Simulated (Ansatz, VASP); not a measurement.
# BIr4 in VASP and in Ansatz

The input INCAR:

```
PREC = Accurate
ENCUT = 520
EDIFF = 1E-6
ISMEAR = 0
SIGMA = 0.1
LREAL = False
LASPH = True
NELM = 60
ALGO = Normal
ISIF = 2
LWAVE = False
LCHARG = True
GGA = PE
LELF = True
LVHAR = True
NBANDS = 28
```

The input KPOINTS:

```
regular mesh
0
Gamma
  4 4 4
```

POSCAR

```
BIr4
1.0
    3.9839673700      0.0000000000      0.0000000000
    0.0000000000      3.9839673700      0.0000000000
    0.0000000000      0.0000000000      3.9839673700
B Ir
1 4
Direct
    0.0000000000      0.0000000000      0.0000000000
    0.5000000000      0.0000000000      0.0000000000
    0.0000000000      0.5000000000      0.0000000000
    0.0000000000      0.0000000000      0.5000000000
    0.5000000000      0.5000000000      0.5000000000
```

Input for Ansatz:

```yaml
crystal:
  lattice:
    - [3.98396737, 0.0, 0.0]
    - [0.0, 3.98396737, 0.0]
    - [0.0, 0.0, 3.98396737]
  atoms:
    - { symbol: B, position: [0.0, 0.0, 0.0] }
    - { symbol: Ir, position: [0.5, 0.0, 0.0] }
    - { symbol: Ir, position: [0.0, 0.5, 0.0] }
    - { symbol: Ir, position: [0.0, 0.0, 0.5] }
    - { symbol: Ir, position: [0.5, 0.5, 0.5] }
basis:
  ecutwfc: 420
kpoints:
  mp_grid: { grid: [4, 4, 4] }
hamiltonian:
  xc: pbe
scf:
  occupations: { method: gaussian, width: 0.1 }
  lower_state_search: "off"
output:
  forces: true
  stress: true
  eigenvalues: true
```

Change from the starting cell: species swapped into the Co4N type (Pm-3m, No. 221).

Alike in both runs: task single point; functional PBE; k mesh 4 × 4 × 4; occupations gaussian, width 0.1 eV; no spin polarisation.

```csv
,VASP,Ansatz
version,VASP 6.6.1,Ansatz 0.2.0
potentials or method,"VASP PAW PBE potentials, release 64 (B, Ir), cutoff 520 eV","scalar-relativistic, plane waves, PAW"
valence electrons in the cell,39,71
```

Ansatz gave:

* gap on the k mesh at the Fermi level (eV): none
* pressure (GPa): 26.3

Question: Estimate VASP's values.

Answer: gap on the k mesh at the Fermi level (eV): none; pressure (GPa): 28.0.

A gap of «none» marks a metal or a gap that the smearing closes. VASP's potentials hold 39 valence electrons a cell and Ansatz's 71, so a difference there can come from the potentials and not from the codes.

The k mesh is coarse, so the values compare programs but aren't converged. Spin-orbit coupling is off throughout.
